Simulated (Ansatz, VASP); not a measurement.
Zr: VASP beside Ansatz

The input INCAR:

```
SYSTEM = Zr
  ALGO = Normal
  EDIFF = 1E-8
  ENCUT = 400
  GGA = PE
  GGA_COMPAT = .FALSE.
  ISIF = 2
  ISMEAR = -1
  LASPH = .TRUE.
  LCHARG = .FALSE.
  LEFG = .TRUE.
  LREAL = .FALSE.
  LWAVE = .FALSE.
  NBANDS = 12
  NELM = 120
  PREC = Accurate
  SIGMA = 0.08
```

The input KPOINTS:

```
k-points
0
G
  14 14 14
  0 0 0
```

Contents of POSCAR:

```
Zr
1.0
   -1.7855375418      1.7855375418      1.7855375418
    1.7855375418     -1.7855375418      1.7855375418
    1.7855375418      1.7855375418     -1.7855375418
Zr
1
Direct
    0.0000000000      0.0000000000      0.0000000000
```

Input for Ansatz:

```yaml
crystal:
  lattice:
    - [-1.7855375418, 1.7855375418, 1.7855375418]
    - [1.7855375418, -1.7855375418, 1.7855375418]
    - [1.7855375418, 1.7855375418, -1.7855375418]
  atoms:
    - { symbol: Zr, position: [0.0, 0.0, 0.0] }
kpoints:
  mp_grid: { grid: [14, 14, 14] }
scf:
  occupations: { method: fermi_dirac, width: 0.08 }
hamiltonian:
  xc: pbe
  pseudopotentials: { kind: paw }
output:
  forces: true
  stress: true
  eigenvalues: true
  efg: { contact_densities: true }
```

Change from the starting cell: volume scaled by 0.96, PAW files.

Alike in both runs: task electric field gradients; functional PBE; k mesh 14 × 14 × 14; occupations fermi-dirac, width 0.08 eV; no spin polarisation.

|  | VASP | Ansatz |
| --- | --- | --- |
| version | VASP 6.6.1 | Ansatz 0.2.0 |
| potentials or method | VASP PAW PBE potentials, release 64 (Zr_sv) | PAW with Ansatz's default frozen-core files, scalar-relativistic |
| plane-wave cutoff (eV) | 400 | 420 |
| valence electrons in the cell | 12 | 12 |

|  | VASP | Ansatz | Ansatz less VASP |
| --- | --- | --- | --- |
| pressure (GPa) | 0.2 | 0.3 | +0.14 |

The functional is the same, so the differences come from potentials, cutoffs and numerics.
